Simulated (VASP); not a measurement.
A run of VASP 6.6.1 is set up as follows.

Contents of POSCAR:

```
Au
1.0
    1.4113099650     -2.5559330250      0.0000000000
    1.4113099650      2.5559330250      0.0000000000
    0.0000000000      0.0000000000      4.8931696100
Au
2
Direct
    0.6653279700      0.3346720300      0.2500000000
    0.3346720300      0.6653279700      0.7500000000
```

The input INCAR.step1:

```
ALGO = Normal
EDIFF = 1E-4
ENCUT = 520
GGA = PE
ISMEAR = 0
LASPH = True
LCHARG = False
LREAL = False
LWAVE = True
NBANDS = 18
NELM = 100
PREC = Accurate
SIGMA = 0.1
```

The input INCAR.step2:

```
ALGO = Normal
EDIFF = 1E-7
ENCUT = 520
ISIF = 2
ISMEAR = 0
ISTART = 1
LASPH = True
LCHARG = True
LELF = True
LMIXTAU = True
LREAL = False
LVHAR = True
LWAVE = False
METAGGA = R2SCAN
NBANDS = 18
NELM = 100
PREC = Accurate
SIGMA = 0.1
```

Contents of KPOINTS:

```
k-points
0
Gamma
  18 18 10
```

Potentials or basis: VASP PAW PBE potentials, release 64 (Au).

Command:

```sh
$ cat potpaw_PBE.64/Au/POTCAR > POTCAR
$ cp INCAR.step1 INCAR
$ mpirun -np 1 vasp_std > vasp.out
$ cp INCAR.step2 INCAR
$ mpirun -np 1 vasp_std > vasp.out
```

Question: What does it give for the pressure?

Answer: -0.1 GPa.

Question: Predict the band gap on the k mesh.

Answer: Zero (bands 11 and 12 overlap by 6.94 eV).

Question: Predict the largest force.

Answer: 0.011 eV/Å.

Stress tensor (GPa, compression positive):
```
 1.01  0.00  0.00
 0.00 -0.65  0.00
 0.00  0.00 -0.60
```

Caveat: the PAW data sets were made with another functional, which shifts forces and pressure a little; spin-orbit coupling is left out, which moves the levels of the heavy elements.
